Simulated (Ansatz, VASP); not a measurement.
**SiC3: VASP beside Ansatz**

```
CELL_PARAMETERS angstrom
2.51367 0.00000 0.00000
-1.25683 2.17690 0.00000
0.00000 0.00000 6.52470
ATOMIC_POSITIONS crystal
Si 0.33333 0.66667 0.50000
C 0.33333 0.66667 0.00000
C 0.66667 0.33333 0.13155
C 0.66667 0.33333 0.86845
```

Alike in both runs: functional PBE; k mesh 6 × 6 × 4; occupations gaussian, width 0.1 eV; no spin polarisation.

Ansatz relaxed the structure, and its values are those at the end. VASP's run is a single point on that final structure, the one shown.

```csv
,VASP,Ansatz
version,VASP 6.6.1,Ansatz 0.2.0
potentials or method,"VASP PAW PBE potentials, release 64 (Si, C), cutoff 520 eV","scalar-relativistic, plane waves, PAW"
valence electrons in the cell,16,16
```

|  | VASP | Ansatz | Ansatz less VASP |
| --- | --- | --- | --- |
| gap on the k mesh at the Fermi level (eV) | none | none | - |
| pressure (GPa) | 0.2 | 0.0 | -0.18 |
| rms of the force components (eV/Å) | 0.018 | 0.002 | -0.0160 |

A gap of «none» marks a metal or a gap that the smearing closes.

The k mesh is coarse, so the values compare programs but aren't converged.
